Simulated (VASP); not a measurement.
Runs of VASP 6.6.1 on ZnS (zincblende type). The structure is that of space group F-43m (No. 216), or close to it. The cells are those of the table. 

```csv
task,cell,cutoff (eV),k mesh for the DOS,occupations for the DOS,gap on the mesh (eV),pressure (GPa)
single point,"a = 3.357 Å, angles 60.0°, 2 atoms",520,-,-,(b),59.7
single point,"a = 3.745 Å, angles 60.0°, 2 atoms",520,-,-,2.16,0.2
single point,"a = 3.477 Å, angles 60.0°, 2 atoms",520,-,-,2.45,32.2
single point,"a = 3.669 Å, angles 60.0°, 2 atoms",520,-,-,2.45,6.5
single point,"a = 3.228 Å, angles 60.0°, 2 atoms",520,-,-,(a),105.0
relaxation of cell and atoms,"relaxed from a = 3.798 Å, angles 60.0°, 2 atoms",600,-,-,(c),0.0
```

Alike in all rows: level LDA; potentials or basis VASP PAW LDA potentials, release 64 (Zn, S); no spin polarisation; k mesh 12 × 12 × 12; smearing fermi-dirac 0.05 eV.

**Question.** Fill in the values left out.

**Answer.** (a) 1.69; (b) 2.11; (c) 2.15.

A k mesh can miss the band edges.
